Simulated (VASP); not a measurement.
# MoH3 in VASP: a series of runs, part 2 of 2

VASP 6.6.1. The steps go on from the part before.

## (3) Single point, PBE

This run uses another cell than the first one, of 6.76 Å³/atom.

The input, INCAR:

```
  PREC = Accurate
  ENCUT = 520
  EDIFF = 1E-7
  ISMEAR = 0
  SIGMA = 0.2
  LREAL = F
  LASPH = T
  NELM = 100
  ALGO = Normal
  ISIF = 2
  LWAVE = F
  LCHARG = F
  GGA = PE
  NBANDS = 27
```

The input, KPOINTS:

```
regular mesh
0
Gamma
  8 6 6
```

The input, POSCAR:

```
MoH3
1.0
    0.0002285466     -0.0004605141      2.9570164219
    4.5941899397     -0.0006292939      0.0003351435
   -2.2976388859      3.9791421174     -0.0007575466
H Mo
6 2
Direct
    0.7500628892      0.9082036553      0.6340602522
    0.7498257538      0.7259054297      0.0918120199
    0.7499516613      0.3658188545      0.2741055543
    0.2499808621      0.0918326110      0.3659207645
    0.2501462983      0.2740550870      0.9082059057
    0.2500166011      0.6341662376      0.7258797824
    0.7500654397      0.3333651357      0.6666791989
    0.2499504945      0.6666529892      0.3333365219
```

Potentials or basis: VASP PAW PBE potentials, release 64 (H, Mo_sv).

On the command line:

```bash
$ cat potpaw_PBE.64/H/POTCAR potpaw_PBE.64/Mo_sv/POTCAR > POTCAR
$ mpirun -np 1 vasp_std > vasp.out
```

OUTCAR:

```text
PREC = Accurate
   ENCUT = 520
   EDIFF = 1E-7
   ISMEAR = 0
   LREAL = F
   LASPH = T
   NELM = 100
   ISIF = 2
   GGA = PE

 ion  position               nearest neighbor table
   1  0.750  0.908  0.634-   7 1.88   8 1.95   8 1.95
   2  0.750  0.726  0.092-   7 1.88   8 1.95   8 1.95
   3  0.750  0.366  0.274-   7 1.88   8 1.95   8 1.95
   4  0.250  0.092  0.366-   8 1.88   7 1.95   7 1.95
   5  0.250  0.274  0.908-   8 1.88   7 1.95   7 1.95
   6  0.250  0.634  0.726-   8 1.88   7 1.95   7 1.95
   7  0.750  0.333  0.667-   2 1.88   1 1.88   3 1.88   4 1.95   4 1.95   6 1.95   6 1.95   5 1.95
                             5 1.95   8 3.04   8 3.04   8 3.04   8 3.04   8 3.04   8 3.04
   8  0.250  0.667  0.333-   5 1.88   6 1.88   4 1.88   1 1.95   1 1.95   3 1.95   2 1.95   2 1.95
                             3 1.95   7 3.04   7 3.04   7 3.04   7 3.04   7 3.04   7 3.04

  LATTYP: Found a triclinic cell.
 ALAT       =     4.5937687369
 B/A-ratio  =     1.7320198259
 C/A-ratio  =     0.6437016393
 COS(alpha) =     0.0000218912
 COS(beta)  =     0.0001881900
 COS(gamma) =     0.8659569653

  Lattice vectors:

 A1 = (   2.2965510538,   3.9785128235,  -0.0004224031)
 A2 = (   6.8907409935,   3.9778835296,  -0.0000872596)
 A3 = (  -0.0002285466,   0.0004605141,  -2.9570164219)

[... 190 lines left out ...]
 cond. band min:       7.8538039851   @ k =   0.0000  -0.3333   0.1667
 fundamental gap:      0.0904663256
 Fermi energy:         7.8151838481

 k-point     1 :       0.0000    0.0000    0.0000
  band No.  band energies     occupation
      1     -53.5172      2.00000
      2     -53.4129      2.00000
      3     -27.8122      2.00000
      4     -27.8121      2.00000
      5     -27.4373      2.00000
      6     -27.4372      2.00000
[... 709 lines left out ...]
     26      17.5563      0.00000
     27      18.0799      0.00000

 [... further k-points ...]
[... 5 lines left out ...]
  --------------------------------------------------------------------------------------
  -------------------------------------------------------------------------------------
  Total        0.0624039      0.0645087      0.0715686      0.0051733      0.0062285     -0.0029490
  in kB        1.8497151      1.9121009      2.1213655      0.1533405      0.1846198     -0.0874106
  external PRESSURE =       1.9610605 kB  Pullay stress =       0.0000000 kB

 VOLUME and BASIS-vectors are now :
 -----------------------------------------------------------------------------
  energy-cutoff  :      520.00
  volume of cell :       54.05
      direct lattice vectors                 reciprocal lattice vectors
     0.000228547 -0.000460514  2.957016422    -0.000024663  0.000050141  0.338178720
     4.594189940 -0.000629294  0.000335143     0.217683446  0.125694921  0.000002751
    -2.297638886  3.979142117 -0.000757547     0.000034423  0.251330335  0.000039139

 POSITION                                       TOTAL-FORCE (eV/Angst)
 -----------------------------------------------------------------------------------
      2.71579      2.52210      2.21777        -0.000559      0.003681     -0.000231
      3.12417      0.36453      2.21742         0.003207     -0.000481      0.000986
      1.05102      1.09013      2.21753        -0.001700     -0.001997      0.000446
     -0.41880      1.45588      0.73895        -0.000294     -0.003434     -0.000192
     -0.82761      3.61359      0.73909        -0.002361      0.000370     -0.000575
      1.24573      2.88786      0.73897         0.001909      0.002574      0.000010
     -0.00007      2.65226      2.21756        -0.000104      0.000028     -0.000699
      2.29690      1.32586      0.73908        -0.000098     -0.000742      0.000255
 -----------------------------------------------------------------------------------
    total drift:                                0.000000      0.000000     -0.000000

  FREE ENERGIE OF THE ION-ELECTRON SYSTEM (eV)
  ---------------------------------------------------
  free  energy   TOTEN  =       -41.0264403360 eV

  energy  without entropy=      -40.9790800093  energy(sigma->0) =      -41.00276017
```

OSZICAR:

```text
N       E                     dE             d eps       ncg     rms          rms(c)
DAV:   1     0.315347944622E+03    0.31535E+03   -0.20299E+04  8120   0.125E+03
DAV:   2    -0.350696432035E+02   -0.35042E+03   -0.34054E+03  9069   0.387E+02
DAV:   3    -0.438195749127E+02   -0.87499E+01   -0.85708E+01  9791   0.614E+01
DAV:   4    -0.438785172177E+02   -0.58942E-01   -0.58779E-01  8917   0.499E+00
DAV:   5    -0.438789580408E+02   -0.44082E-03   -0.44081E-03  8929   0.426E-01    0.322E+01
DAV:   6    -0.412324584663E+02    0.26465E+01   -0.53924E+00  8577   0.171E+01    0.798E+00
DAV:   7    -0.410613588493E+02    0.17110E+00   -0.37925E-01  8792   0.337E+00    0.302E+00
DAV:   8    -0.410251721044E+02    0.36187E-01   -0.73368E-02  8376   0.156E+00    0.205E-01
DAV:   9    -0.410258673597E+02   -0.69526E-03   -0.26411E-03  8995   0.268E-01    0.118E-01
DAV:  10    -0.410264041894E+02   -0.53683E-03   -0.56333E-04  8338   0.159E-01    0.527E-02
DAV:  11    -0.410264123548E+02   -0.81654E-05   -0.17278E-04  8875   0.104E-01    0.343E-02
DAV:  12    -0.410264370613E+02   -0.24707E-04   -0.40689E-05  9259   0.435E-02    0.572E-03
DAV:  13    -0.410264401102E+02   -0.30489E-05   -0.31034E-06  9170   0.108E-02    0.380E-03
DAV:  14    -0.410264404152E+02   -0.30496E-06   -0.34286E-07  7224   0.301E-03    0.157E-03
DAV:  15    -0.410264403360E+02    0.79192E-07   -0.90151E-08  7493   0.146E-03
   1 F= -.41026440E+02 E0= -.41002760E+02  d E =-.473603E-01
```

Wall time 2 min (1 thread of AMD EPYC 9R45 (Zen 5), shared host); peak memory 0.27 GiB.

Results:

```
Free energy            : -41.0264 eV
Pressure               : 0.2 GPa
Largest force          : 0.004 eV/Å
Band gap on the k mesh : zero (bands 17 and 18 overlap by 1.83 eV)
```

Forces on the atoms (eV/Å):
```
H   -0.001  0.004  0.000
H    0.003  0.000  0.001
H   -0.002 -0.002  0.000
H    0.000 -0.003  0.000
H   -0.002  0.000 -0.001
H    0.002  0.003  0.000
Mo   0.000  0.000 -0.001
Mo   0.000 -0.001  0.000
```

## (4) Single point, PBE

This run uses another cell than the first one, of 6.77 Å³/atom.

The input, INCAR:

```
PREC = Accurate ; ENCUT = 520
EDIFF = 1E-7 ; ISMEAR = 0
SIGMA = 0.2 ; LREAL = F
LASPH = T ; NELM = 60
ALGO = Normal ; ISIF = 2
LWAVE = F ; LCHARG = F
GGA = PE ; NBANDS = 27
```

The input, KPOINTS:

```
Automatic mesh
0
Gamma
  8 6 6
```

The input, POSCAR:

```
MoH3
1.0
    2.9522518208      0.0168027186      0.1632138307
   -0.0209190900      4.5951842232     -0.1086140409
   -0.2126462457     -2.1911045722      4.0301456991
H Mo
6 2
Direct
    0.0624855103      0.3667792754      0.0921877094
    0.0622252184      0.9089226609      0.2742603602
    1.0626326548      0.7250682724      0.6335593254
    0.5624948859      0.6332348853      0.9078824477
    0.5627679266      0.0910555605      0.7256400477
    0.5623824228      0.2749454089      0.3664680184
    0.0625831228      0.3328846575      0.6665589566
    0.5624282584      0.6671092790      0.3334431351
```

On the command line:

```bash
$ cat potpaw_PBE.64/H/POTCAR potpaw_PBE.64/Mo_sv/POTCAR > POTCAR
$ mpirun -np 1 vasp_std > vasp.out
```

Wall time 2 min (1 thread of AMD EPYC 9R45 (Zen 5), shared host); peak memory 0.27 GiB.

It converged, with:

```
Free energy            : -41.0265 eV
Pressure               : 0.1 GPa
Largest force          : 0.006 eV/Å
Band gap on the k mesh : zero (bands 17 and 18 overlap by 1.82 eV)
```

Forces on the atoms (eV/Å):
```
H   -0.001 -0.005  0.002
H    0.002  0.001  0.001
H   -0.001  0.004  0.005
H    0.001  0.005 -0.003
H   -0.002 -0.001  0.001
H    0.000 -0.004 -0.005
Mo  -0.001  0.002  0.004
Mo   0.001 -0.003 -0.004
```

Stress tensor (GPa, compression positive):
```
 0.13  0.03  0.05
 0.03  0.07 -0.17
 0.05 -0.17  0.01
```

Levels at points of the mesh, in eV from the Fermi level:
```tsv
k point	band 15	band 16	band 17	band 18	band 19	band 20
(0.00, 0.00, 0.00)	-2.01	-0.62	-0.61	1.35	1.36	1.79
(0.50, 0.00, 0.00)	0.83	0.83	0.85	0.85	3.12	3.12
(0.00, 0.50, 0.00)	-2.31	-1.00	-0.91	-0.47	0.87	1.19
(0.50, 0.50, 0.00)	-1.31	-1.31	-0.65	-0.65	2.02	2.02
(0.00, 0.00, 0.50)	-2.31	-1.01	-0.92	-0.47	0.87	1.18
(0.50, 0.00, 0.50)	-1.30	-1.30	-0.65	-0.64	2.02	2.02
(0.00, 0.50, 0.50)	-2.31	-1.03	-0.92	-0.48	0.88	1.17
(0.50, 0.50, 0.50)	-1.30	-1.30	-0.64	-0.64	2.02	2.02
```

## (5) Single point, PBE

This run uses another cell than the first one, of 6.74 Å³/atom.

The input, INCAR:

```
SYSTEM = MoH3
ALGO = Normal
EDIFF = 1E-6
ENCUT = 520
GGA = PE
ISIF = 2
ISMEAR = 0
LASPH = .True.
LCHARG = .False.
LREAL = .False.
LWAVE = .False.
NBANDS = 27
NELM = 60
PREC = Accurate
SIGMA = 0.1
```

The input, KPOINTS:

```
k-points
0
Gamma
  12 12 10
  0 0 0
```

The input, POSCAR:

```
MoH3
1.0
    4.5896688529      0.0000000000      0.0000000000
   -2.2948344265      3.9747698216      0.0000000000
    0.0000000000      0.0000000000      2.9557975295
H Mo
6 2
Direct
    0.9094481394      0.6366836498      0.7500000000
    0.7272355104      0.0905518606      0.7500000000
    0.3633163502      0.2727644896      0.7500000000
    0.0905518606      0.3633163502      0.2500000000
    0.2727644896      0.9094481394      0.2500000000
    0.6366836498      0.7272355104      0.2500000000
    0.3333333333      0.6666666667      0.7500000000
    0.6666666667      0.3333333333      0.2500000000
```

On the command line:

```bash
$ cat potpaw_PBE.64/H/POTCAR potpaw_PBE.64/Mo_sv/POTCAR > POTCAR
$ mpirun -np 1 vasp_std > vasp.out
```

Wall time 88 s (1 thread of AMD EPYC 9R45 (Zen 5), shared host); peak memory 0.28 GiB.

Results (log left out):

| Item | Value |
| --- | --- |
| Free energy | -41.0009 eV |
| Pressure | 0.0 GPa |
| Largest force | 0.005 eV/Å |
| Band gap on the k mesh | zero (bands 17 and 18 overlap by 1.83 eV) |

Forces on the atoms (eV/Å):
```
H   -0.002  0.005  0.000
H    0.005  0.000  0.000
H   -0.003 -0.004  0.000
H    0.002 -0.005  0.000
H   -0.005  0.000  0.000
H    0.003  0.004  0.000
Mo   0.000  0.000  0.000
Mo   0.000  0.000  0.000
```

Stress tensor (GPa, compression positive):
```
0.00 0.00 0.00
0.00 0.00 0.00
0.00 0.00 0.11
```

Levels at points of the mesh, in eV from the Fermi level:
```tsv
k point	band 13	band 14	band 15	band 16	band 17	band 18	band 19	band 20	band 21	band 22
(0.00, 0.00, 0.00)	-4.27	-4.27	-2.11	-0.70	-0.70	1.28	1.28	1.75	1.75	5.37
(0.50, 0.00, 0.00)	-4.18	-4.13	-2.41	-1.09	-1.01	-0.56	0.80	1.13	1.72	4.15
(0.00, 0.00, 0.50)	-6.61	-6.61	0.77	0.77	0.77	0.77	3.03	3.03	4.07	4.07
(0.50, 0.00, 0.50)	-5.53	-5.53	-1.40	-1.40	-0.72	-0.72	1.93	1.93	4.74	4.74
```

## (6) Single point, PBE

This run uses another cell than the first one, of 6.74 Å³/atom.

The input, INCAR:

```
SYSTEM = MoH3
PREC = Accurate
ENCUT = 520
EDIFF = 1E-6
ISMEAR = 0
SIGMA = 0.2
LREAL = .FALSE.
LASPH = .TRUE.
NELM = 100
ALGO = Normal
ISIF = 2
LWAVE = .FALSE.
LCHARG = .FALSE.
GGA = PE
NBANDS = 27
```

The input, KPOINTS:

```
regular mesh
0
G
  8 6 6
  0 0 0
```

The input, POSCAR:

```
MoH3
1.0
    0.0000000000      0.0000000000      2.9557975295
    4.5896688529      0.0000000000      0.0000000000
   -2.2948344265      3.9747698216      0.0000000000
H Mo
6 2
Direct
    0.7500000000      0.9094481394      0.6366836498
    0.7500000000      0.7272355104      0.0905518606
    0.7500000000      0.3633163502      0.2727644896
    0.2500000000      0.0905518606      0.3633163502
    0.2500000000      0.2727644896      0.9094481394
    0.2500000000      0.6366836498      0.7272355104
    0.7500000000      0.3333333333      0.6666666667
    0.2500000000      0.6666666667      0.3333333333
```

Potentials or basis: VASP PAW PBE potentials, release 64 (H, Mo_sv).

On the command line:

```bash
$ cat potpaw_PBE.64/H/POTCAR potpaw_PBE.64/Mo_sv/POTCAR > POTCAR
$ mpirun -np 1 vasp_std > vasp.out
```

It took 72 s on 1 thread of Intel Xeon 8259CL, shared host; peak memory 0.21 GiB.

It converged, with:

| Quantity | Value |
| --- | --- |
| Free energy | -41.0251 eV |
| Pressure | 0.0 GPa |
| Largest force | 0.039 eV/Å |
| Band gap on the k mesh | zero (bands 17 and 18 overlap by 1.86 eV) |

Forces on the atoms (eV/Å):
```
H   -0.015 -0.036  0.000
H   -0.024  0.031  0.000
H    0.038  0.005  0.000
H    0.015  0.036  0.000
H    0.024 -0.031  0.000
H   -0.038 -0.005  0.000
Mo   0.000  0.000  0.000
Mo   0.000  0.000  0.000
```

Stress tensor (GPa, compression positive):
```
 0.10  0.00  0.00
 0.00  0.10  0.00
 0.00  0.00 -0.05
```

Levels at points of the mesh, in eV from the Fermi level:
```tsv
k point	band 14	band 15	band 16	band 17	band 18	band 19	band 20	band 21
(0.00, 0.00, 0.00)	-4.20	-2.00	-0.61	-0.61	1.37	1.37	1.82	1.82
(0.50, 0.00, 0.00)	-6.53	0.85	0.85	0.85	0.85	3.15	3.15	4.14
(0.00, 0.50, 0.00)	-4.05	-2.31	-1.01	-0.92	-0.47	0.89	1.20	1.81
(0.50, 0.50, 0.00)	-5.45	-1.33	-1.33	-0.65	-0.65	2.03	2.03	4.83
```

## (7) The runs side by side

| cell | k mesh | smearing | gap on the mesh (eV) | pressure (GPa) | largest force (eV/Å) |
| --- | --- | --- | --- | --- | --- |
| a = 4.469, b = 4.469, c = 2.930 Å, angles 90.0, 90.0, 120.0°, 8 atoms, atomic positions A | 12 × 12 × 10 | gaussian 0.1 eV | none | 7.2 | 0.01 |
| a = 2.957, b = 4.594, c = 4.595 Å, angles 120.0, 90.0, 90.0°, 8 atoms, atomic positions B | 8 × 6 × 6 | gaussian 0.2 eV | none | 0.2 | - |
| a = 2.957, b = 4.597, c = 4.592 Å, angles 119.8, 90.0, 90.0°, 8 atoms, atomic positions C | 8 × 6 × 6 | gaussian 0.2 eV | none | 0.1 | 0.01 |
| a = 4.590, b = 4.590, c = 2.956 Å, angles 90.0, 90.0, 120.0°, 8 atoms, atomic positions B | 12 × 12 × 10 | gaussian 0.1 eV | none | 0.0 | 0.01 |
| a = 2.956, b = 4.590, c = 4.590 Å, angles 120.0, 90.0, 90.0°, 8 atoms, atomic positions B | 8 × 6 × 6 | gaussian 0.2 eV | none | 0.0 | 0.04 |

Alike in all rows: task single point; level PBE; potentials or basis VASP PAW PBE potentials, release 64 (H, Mo_sv); no spin polarisation; cutoff (eV) 520.

Caveats: the cell stands under pressure (at least some runs).

Absolute energies hang on the potentials; compare differences alone.
